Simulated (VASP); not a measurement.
# Bi2Se3 in VASP: a series of runs

The runs below take Bi2Se3 through single point, with PBE+D3(BJ).

Program: VASP 6.6.1. These are calculated values, not measurements. Logs are shortened: lines on timing, memory, paths and dates and some standing lists are left out, and cuts for length are marked.

### Step 1. The cell of the first run

The cell holds a slab with vacuum, 5 atoms: a = 4.124 Å, b = 4.124 Å, c = 39.982 Å, α = 90.00°, β = 90.00°, γ = 120.00°.

### Step 2. Single point, PBE+D3(BJ) (atoms taken out)

The input, INCAR:

```
PREC = Accurate
ENCUT = 520
EDIFF = 1E-6
ISMEAR = 0
SIGMA = 0.02
LREAL = False
LASPH = True
NELM = 60
ALGO = Normal
ISIF = 2
LWAVE = False
LCHARG = True
LDIPOL = True
IDIPOL = 3
DIPOL = 0.5 0.5 0.500
GGA = PE
IVDW = 12
LELF = True
LVHAR = True
LVACPOTAV = True
NBANDS = 32
```

The input, KPOINTS:

```
regular mesh
0
Gamma
  12 12 1
```

The input, POSCAR:

```
Bi2Se3
1.0
    4.1243445584      0.0000000000      0.0000000000
   -2.0621722792      3.5717871616      0.0000000000
    0.0000000000      0.0000000000     39.9824371303
Se Bi
3 2
Direct
    0.0000000000      0.0000000000      0.4120204145
    0.6666666667      0.3333333333      0.5000000000
    0.3333333333      0.6666666667      0.5879795855
    0.3333333333      0.6666666667      0.4515306523
    0.0000000000      0.0000000000      0.5484693477
```

Potentials or basis: VASP PAW PBE potentials, release 64 (Se, Bi_d).

The run is started by

```
$ cat potpaw_PBE.64/Se/POTCAR potpaw_PBE.64/Bi_d/POTCAR > POTCAR
$ mpirun -np 1 vasp_std > vasp.out
```

OUTCAR:

```text
PREC = Accurate
   ENCUT = 520
   EDIFF = 1E-6
   ISMEAR = 0
   LREAL = False
   LASPH = True
   NELM = 60
   ISIF = 2
   GGA = PE
   IVDW = 12
 IVDW          = 12

 ion  position               nearest neighbor table
   1  0.000  0.000  0.412-   4 2.86   4 2.86   4 2.86
   2  0.667  0.333  0.500-   4 3.07   5 3.07   4 3.07   5 3.07   5 3.07   4 3.07
   3  0.333  0.667  0.588-   5 2.86   5 2.86   5 2.86
   4  0.333  0.667  0.452-   1 2.86   1 2.86   1 2.86   2 3.07   2 3.07   2 3.07
   5  0.000  0.000  0.548-   3 2.86   3 2.86   3 2.86   2 3.07   2 3.07   2 3.07

  LATTYP: Found a hexagonal cell.
 ALAT       =     4.1243445584
 C/A-ratio  =     9.6942523992

  Lattice vectors:

 A1 = (   4.1243445584,   0.0000000000,   0.0000000000)
 A2 = (  -2.0621722792,   3.5717871616,   0.0000000000)
 A3 = (   0.0000000000,   0.0000000000,  39.9824371303)

Analysis of symmetry for initial positions (statically):
=====================================================================
 Subroutine PRICEL returns:
 Original cell was already a primitive cell.

 Routine SETGRP: Setting up the symmetry group for a
 hexagonal supercell.

 Subroutine GETGRP returns: Found 12 space group operations
 (whereof  6 operations were pure point group operations)
 out of a pool of 24 trial point group operations.

The static configuration has the point symmetry C_3v.
 The point group associated with its full space group is D_3d.

Analysis of symmetry for dynamics (positions and initial velocities):
=====================================================================
 Subroutine PRICEL returns:
 Original cell was already a primitive cell.

 Routine SETGRP: Setting up the symmetry group for a
 hexagonal supercell.

 Subroutine GETGRP returns: Found 12 space group operations
 (whereof  6 operations were pure point group operations)
 out of a pool of 24 trial point group operations.

The dynamic configuration has the point symmetry C_3v.
 The point group associated with its full space group is D_3d.

 Subroutine INISYM returns: Found 12 space group operations
 (whereof  6 operations are pure point group operations),
 and found     1 'primitive' translations

----------------------------------------------------------------------------------------

                                     Primitive cell

  volume of cell :     588.9925

  direct lattice vectors                    reciprocal lattice vectors
     4.124344558  0.000000000  0.000000000     0.242462769  0.139985945  0.000000000
    -2.062172279  3.571787162  0.000000000     0.000000000  0.279971889  0.000000000
     0.000000000  0.000000000 39.982437130     0.000000000  0.000000000  0.025010982

  length of vectors
     4.124344558  4.124344558 39.982437130     0.279971889  0.279971889  0.025010982

  position of ions in fractional coordinates (direct lattice)
     0.000000000  0.000000000  0.412020414
     0.666666667  0.333333333  0.500000000
     0.333333333  0.666666667  0.587979586
     0.333333333  0.666666667  0.451530652
     0.000000000  0.000000000  0.548469348

  ion indices of the primitive-cell ions
   primitive index   ion index
                 1           1
                 2           2
                 3           3
                 4           4
                 5           5

----------------------------------------------------------------------------------------

 KPOINTS: regular mesh

Automatic generation of k-mesh.
 Grid dimensions read from file:
 generate k-points for:   12   12    1

 Generating k-lattice:

  Cartesian coordinates                     Fractional coordinates (reciprocal lattice)
     0.020205231  0.011665495  0.000000000     0.083333333 -0.000000000  0.000000000
     0.000000000  0.023330991  0.000000000     0.000000000  0.083333333  0.000000000
     0.000000000  0.000000000  0.025010982     0.000000000  0.000000000  1.000000000

  Length of vectors
     0.023330991  0.023330991  0.025010982

  Shift w.r.t. Gamma in fractional coordinates (k-lattice)
     0.000000000  0.000000000  0.000000000

 Subroutine IBZKPT returns following result:
 ===========================================

 Found     19 irreducible k-points:

 Following reciprocal coordinates:
            Coordinates               Weight
  0.000000  0.000000  0.000000      1.000000
  0.083333  0.000000  0.000000      6.000000
  0.166667  0.000000  0.000000      6.000000
  0.250000  0.000000  0.000000      6.000000
  0.333333  0.000000  0.000000      6.000000
  0.416667  0.000000  0.000000      6.000000
[... 11 lines left out ...]
  0.333333  0.250000  0.000000     12.000000
  0.333333  0.333333  0.000000      2.000000
   k-points           NKPTS =     19   k-points in BZ     NKDIM =     19   number of bands    NBANDS=     32
   number of dos      NEDOS =    301   number of ions     NIONS =      5
   total plane-waves  NPLWV = 307200
   dimension x,y,z NGX =    32 NGY =   32 NGZ =  300
   dimension x,y,z NGXF=    64 NGYF=   64 NGZF=  600
   ions per type =               3   2
   NGX,Y,Z   is equivalent  to a cutoff of  12.90, 12.90, 12.47 a.u.
   NGXF,Y,Z  is equivalent  to a cutoff of  25.80, 25.80, 24.95 a.u.
 SYSTEM =  unknown system
   PREC   = accura    normal or accurate (medium, high low for compatibility)
   ISTART =      0    job   : 0-new  1-cont  2-samecut
   ICHARG =      2    charge: 1-file 2-atom 10-const
   ISPIN  =      1    spin polarized calculation?
   LNONCOLLINEAR =      F non collinear calculations
   LSORBIT =      F    spin-orbit coupling
   LASPH  =      T    aspherical Exc in radial PAW
   ENCUT  =  520.0 eV  38.22 Ry    6.18 a.u.   7.67  7.67 74.34*2*pi/ulx,y,z
   NELM   =     60;   NELMIN=  2; NELMDL= -5     # of ELM steps
   EDIFF  = 0.1E-05   stopping-criterion for ELM
   LREAL  =      F    real-space projection
   EDIFFG = 0.1E-04   stopping-criterion for IOM
   NSW    =      0    number of steps for IOM
   IBRION =     -1    ionic relax: 0-MD 1-quasi-New 2-CG
   NFREE  =      0    steps in history (QN), initial steepest desc. (CG)
   ISIF   =      2    stress and relaxation
   ISYM   =      2    0-nonsym 1-usesym 2-fastsym
   POTIM  = 0.5000    time-step for ionic-motion
   TEBEG  =    0.0;   TEEND  =   0.0 temperature during run
   PSTRESS=    0.0 pullay stress
   NELECT =      48.0000    total number of electrons
   NUPDOWN=      -1.0000    fix difference up-down
   EMIN   =  10.00;   EMAX   =-10.00  energy-range for DOS
   EFERMI =   0.00;   METHOD = LEGACY
   ISMEAR =     0;   SIGMA  =   0.02  broadening in eV -4-tet -1-fermi 0-gaus
   EFERMI_NEDOS =   21; number of points for ismear=-14 and -15
   IALGO  =     38    algorithm
   IMIX   =      4    mixing-type and parameters
     AMIX     =   0.40;   BMIX     =  1.00
     AMIX_MAG =   1.60;   BMIX_MAG =  1.00
  volume/ion in A,a.u.               =     117.80       794.94
  Fermi-wavevector in a.u.,A,eV,Ry     =   0.709772  1.341274  6.854286  0.503776
  Thomas-Fermi vector in A             =   1.796442
   LORBIT       =      0    0 simple, 1 ext, 2 COOP (PROOUT), +10 PAW based schemes
   GGA     = PE    functional components
   LHFCALC =     F    Hartree Fock is set to
   AEXX    =    0.0000 exact exchange contribution
   IVDW    =    12    specifies the selected vdW correction
   LEPSILON=     F    determine dielectric tensor
   LRPA    =     F    only Hartree local field effects (RPA)
 non-spin polarized calculation
 Gauss-broadening in eV      SIGMA  =   0.02
  energy-cutoff  :      520.00
  volume of cell :      588.99
 maximum number of plane-waves:     15947
 NGX is ok and might be reduce to    32
   NGX = 15   NGY = 15   NGZ =149

 dipolmoment           0.000000      0.000000     -0.000000 electrons x Angstroem

 number of electron      48.0000007 magnetization

 dipolmoment           0.000000      0.000000      0.000001 electrons x Angstroem

 Free energy of the ion-electron system (eV)
  ---------------------------------------------------
  ext. energy  EPLUGINS =         0.00000000
  ---------------------------------------------------
  free energy    TOTEN  =       -20.19882534 eV

  energy without entropy =      -20.19882534  energy(sigma->0) =      -20.19882534

 E-fermi :  -3.3562     XC(G=0):  -2.5877

 val. band max:       -3.4583775672   @ k =   0.1667   0.0833   0.0000
 cond. band min:      -2.5191858693   @ k =   0.0000   0.0000   0.0000
 fundamental gap:      0.9391916978
 Fermi energy:        -3.3561925042

 k-point     1 :       0.0000    0.0000    0.0000
  band No.  band energies     occupation
      1     -26.0263      2.00000
      2     -26.0263      2.00000
      3     -26.0247      2.00000
      4     -26.0247      2.00000
      5     -26.0146      2.00000
      6     -26.0121      2.00000
[... 24 lines left out ...]
     31       2.0181      0.00000
     32       2.0385      0.00000

 k-point     2 :       0.0833    0.0000    0.0000
  band No.  band energies     occupation
      1     -26.0270      2.00000
      2     -26.0253      2.00000
      3     -26.0244      2.00000
      4     -26.0229      2.00000
      5     -26.0136      2.00000
      6     -26.0111      2.00000
[... 24 lines left out ...]
     31       2.1036      0.00000
     32       2.1383      0.00000

 k-point     3 :       0.1667    0.0000    0.0000
  band No.  band energies     occupation
      1     -26.0297      2.00000
      2     -26.0275      2.00000
      3     -26.0195      2.00000
      4     -26.0180      2.00000
      5     -26.0110      2.00000
      6     -26.0085      2.00000
[... 24 lines left out ...]
     31       2.2289      0.00000
     32       2.3649      0.00000

 k-point     4 :       0.2500    0.0000    0.0000
  band No.  band energies     occupation
      1     -26.0340      2.00000
      2     -26.0310      2.00000
      3     -26.0135      2.00000
      4     -26.0128      2.00000
      5     -26.0119      2.00000
      6     -26.0088      2.00000
[... 24 lines left out ...]
     31       1.8230      0.00000
     32       2.7031      0.00000

 k-point     5 :       0.3333    0.0000    0.0000
  band No.  band energies     occupation
      1     -26.0389      2.00000
      2     -26.0351      2.00000
      3     -26.0162      2.00000
      4     -26.0117      2.00000
      5     -26.0103      2.00000
      6     -26.0075      2.00000
[... 409 lines left out ...]
     31       1.8855      0.00000
     32       3.6315      0.00000

 k-point    17 :       0.2500    0.2500    0.0000
  band No.  band energies     occupation
      1     -26.0332      2.00000
      2     -26.0306      2.00000
      3     -26.0170      2.00000
      4     -26.0122      2.00000
      5     -26.0113      2.00000
      6     -26.0111      2.00000
[... 24 lines left out ...]
     31       2.9533      0.00000
     32       2.9958      0.00000

 k-point    18 :       0.3333    0.2500    0.0000
  band No.  band energies     occupation
      1     -26.0321      2.00000
      2     -26.0297      2.00000
      3     -26.0195      2.00000
      4     -26.0125      2.00000
      5     -26.0112      2.00000
      6     -26.0089      2.00000
[... 24 lines left out ...]
     31       2.8385      0.00000
     32       3.9037      0.00000

 k-point    19 :       0.3333    0.3333    0.0000
  band No.  band energies     occupation
      1     -26.0279      2.00000
      2     -26.0279      2.00000
      3     -26.0235      2.00000
      4     -26.0139      2.00000
      5     -26.0064      2.00000
      6     -26.0062      2.00000
[... 24 lines left out ...]
     31       3.8723      0.00000
     32       3.8723      0.00000

------------------------ aborting loop because EDIFF is reached ----------------------------------------

 vacuum level on the upper side and lower side of the slab       (xc-potential included)        -0.130        -0.130

 Edisp (eV)   -1.59396

 E8    (eV) :    -0.7514

  FORCE on cell =-STRESS in cart. coord.  units (eV):
  Direction    XX          YY          ZZ          XY          YZ          ZX
  --------------------------------------------------------------------------------------
  -------------------------------------------------------------------------------------
  Total       0.00835     0.00835     0.01443     0.00000     0.00000     0.00000
  in kB       0.02272     0.02272     0.03926     0.00000     0.00000     0.00000
  external pressure =        0.03 kB  Pullay stress =        0.00 kB

 VOLUME and BASIS-vectors are now :
 -----------------------------------------------------------------------------
  energy-cutoff  :      520.00
  volume of cell :      588.99
      direct lattice vectors                 reciprocal lattice vectors
     4.124344558  0.000000000  0.000000000     0.242462769  0.139985945  0.000000000
    -2.062172279  3.571787162  0.000000000     0.000000000  0.279971889  0.000000000
     0.000000000  0.000000000 39.982437130     0.000000000  0.000000000  0.025010982

 POSITION                                       TOTAL-FORCE (eV/Angst)
 -----------------------------------------------------------------------------------
      0.00000      0.00000     16.47358         0.000000     -0.000000     -0.010804
      2.06217      1.19060     19.99122         0.000000     -0.000000      0.000000
     -0.00000      2.38119     23.50886        -0.000000      0.000000      0.010804
     -0.00000      2.38119     18.05330        -0.000000      0.000000      0.008248
      0.00000      0.00000     21.92914         0.000000     -0.000000     -0.008248
 -----------------------------------------------------------------------------------
    total drift:                                0.000000     -0.000000      0.000082

  FREE ENERGIE OF THE ION-ELECTRON SYSTEM (eV)
  ---------------------------------------------------
  free  energy   TOTEN  =       -21.7927856376 eV

  energy  without entropy=      -21.7927856376  energy(sigma->0) =      -21.79278564

 vacuum level on the upper side and lower side of the slab         2.485         2.485
```

Wall time 4.7 min (1 thread of Intel Xeon 6975P-C (Granite Rapids), shared host); peak memory 0.79 GiB.

Results:

| Item | Value |
| --- | --- |
| Free energy | -21.7928 eV |
| Largest force | 0.011 eV/Å |
| Band gap on the k mesh | 0.94 eV (least direct gap 1.30 eV) |
| Dispersion energy per atom | -0.319 eV |
| Ionisation potential of the upper face | 5.94 eV |

Forces in eV/Å, atoms in the order of the input:
```
Se   0.000  0.000 -0.011
Se   0.000  0.000  0.000
Se   0.000  0.000  0.011
Bi   0.000  0.000  0.008
Bi   0.000  0.000 -0.008
```

Levels at points of the mesh, in eV from the valence-band top:
```
           k point  band 21  band 22  band 23  band 24  band 25  band 26  band 27  band 28
(0.00, 0.00, 0.00)    -0.74    -0.64    -0.64    -0.37     0.94     2.19     2.19     2.70
(0.50, 0.00, 0.00)    -1.78    -1.06    -0.80    -0.58     1.72     2.84     2.86     3.58
```

Caveat: the cell differs from its parent crystal (atoms taken out); spin-orbit coupling is left out, which moves the levels of the heavy elements.

### Step 3. Single point, PBE+D3(BJ) (atoms taken out)

The input, INCAR:

```
SYSTEM = Bi2Se3
  ALGO = Normal
  DIPOL = 0.5 0.5 0.500
  EDIFF = 1E-6
  ENCUT = 520
  GGA = PE
  IDIPOL = 3
  ISIF = 2
  ISMEAR = 0
  IVDW = 12
  LASPH = .True.
  LCHARG = .False.
  LDIPOL = .True.
  LREAL = .False.
  LWAVE = .False.
  NBANDS = 32
  NELM = 60
  PREC = Accurate
  SIGMA = 0.02
```

The input, KPOINTS:

```
k-points
0
Gamma
  12 12 1
  0 0 0
```

The input, POSCAR:

```
Bi2Se3
1.0
    4.1429474758      0.0000000000      0.0000000000
   -2.0714737379      3.5878977605      0.0000000000
    0.0000000000      0.0000000000     39.9824371303
Se Bi
3 2
Direct
    0.0000000000      0.0000000000      0.4125713805
    0.6666666667      0.3333333333      0.5000000000
    0.3333333333      0.6666666667      0.5874286195
    0.3333333333      0.6666666667      0.4519254870
    0.0000000000      0.0000000000      0.5480745130
```

Potentials or basis: VASP PAW PBE potentials, release 64 (Se, Bi_d).

The run is started by

```
$ cat potpaw_PBE.64/Se/POTCAR potpaw_PBE.64/Bi_d/POTCAR > POTCAR
$ mpirun -np 1 vasp_std > vasp.out
```

It took 4.8 min on 1 thread of Intel Xeon 6975P-C (Granite Rapids), shared host; peak memory 0.8 GiB.

The run converged. Its results:

| Quantity | Value |
| --- | --- |
| Free energy | -21.7910 eV |
| Largest force | 0.049 eV/Å |
| Band gap on the k mesh | 0.89 eV (least direct gap 1.27 eV) |
| Dispersion energy per atom | -0.317 eV |

Forces in eV/Å, atoms in the order of the input:
```
Se   0.000  0.000  0.007
Se   0.000  0.000  0.000
Se   0.000  0.000 -0.007
Bi   0.000  0.000 -0.049
Bi   0.000  0.000  0.049
```

Levels at points of the mesh, in eV from the valence-band top:
```tsv
k point	band 20	band 21	band 22	band 23	band 24	band 25	band 26	band 27	band 28	band 29
(0.00, 0.00, 0.00)	-1.01	-0.72	-0.66	-0.66	-0.38	0.89	2.15	2.15	2.66	3.18
(0.50, 0.00, 0.00)	-2.06	-1.75	-1.01	-0.81	-0.57	1.72	2.84	2.91	3.60	4.44
```

Caveat: the cell differs from its parent crystal (atoms taken out); spin-orbit coupling is left out, which moves the levels of the heavy elements.
